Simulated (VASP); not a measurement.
Wanted: the native input for a VASP 6.6.1 run.

* Task: single point
* Functional: r2SCAN
* Potentials or basis: VASP PAW PBE potentials, release 64 (Os)
* Cutoff: 520 eV
* k mesh: 18 × 18 × 10
* Occupations: fermi-dirac, width 0.15 eV
* Spin: no spin polarisation
* Dipole correction: no
* Further INCAR settings: ALGO = Normal; EDIFF = 1e-06; NBANDS = 15

Os:

```xyz
2
Lattice="2.7385 0.0000 0.0000 -1.3693 2.3716 0.0000 0.0000 0.0000 4.3213" Properties=species:S:1:pos:R:3 pbc="T T T"
Os    0.0000    1.5811    1.0803
Os    1.3693    0.7905    3.2410
```

The input as run:

POSCAR

```
Os
1.0
    2.7385401027      0.0000000029      0.0000000000
   -1.3692700539      2.3716452968      0.0000000000
    0.0000000000      0.0000000000      4.3213413309
Os
2
Direct
    0.3333333333      0.6666666667      0.2500000000
    0.6666666667      0.3333333333      0.7500000000
```

INCAR.step1

```
SYSTEM = Os
ALGO = Normal
EDIFF = 1E-4
ENCUT = 520
GGA = PE
ISMEAR = -1
LASPH = .True.
LCHARG = .False.
LREAL = .False.
LWAVE = .True.
NBANDS = 15
NELM = 60
PREC = Accurate
SIGMA = 0.15
```

INCAR.step2

```
SYSTEM = Os
ALGO = Normal
EDIFF = 1E-6
ENCUT = 520
ISIF = 2
ISMEAR = -1
ISTART = 1
LASPH = .True.
LCHARG = .True.
LELF = .True.
LMIXTAU = .True.
LREAL = .False.
LVHAR = .True.
LWAVE = .False.
METAGGA = R2SCAN
NBANDS = 15
NELM = 60
PREC = Accurate
SIGMA = 0.15
```

KPOINTS

```
k-points
0
Gamma
  18 18 10
  0 0 0
```

Potentials or basis: VASP PAW PBE potentials, release 64 (Os).

Run with:

```bash
$ cat potpaw_PBE.64/Os/POTCAR > POTCAR
$ cp INCAR.step1 INCAR
$ mpirun -np 1 vasp_std > vasp.out
$ cp INCAR.step2 INCAR
$ mpirun -np 1 vasp_std > vasp.out
```

Results of the run:

```json
{
 "Pressure": "0.7 GPa",
 "Band gap on the k mesh": "zero (band 8 reaches 11.31 eV, above the bottom of band 9 at 7.25 eV)"
}
```

Caveat: the PAW data sets were made with another functional, which shifts forces and pressure a little; spin-orbit coupling is left out, which moves the levels of the heavy elements.

Run time: 2.3 min on 1 thread of Intel(R) Xeon(R) Platinum 8488C (Sapphire Rapids), on a shared host, peak memory 0.2 GiB.
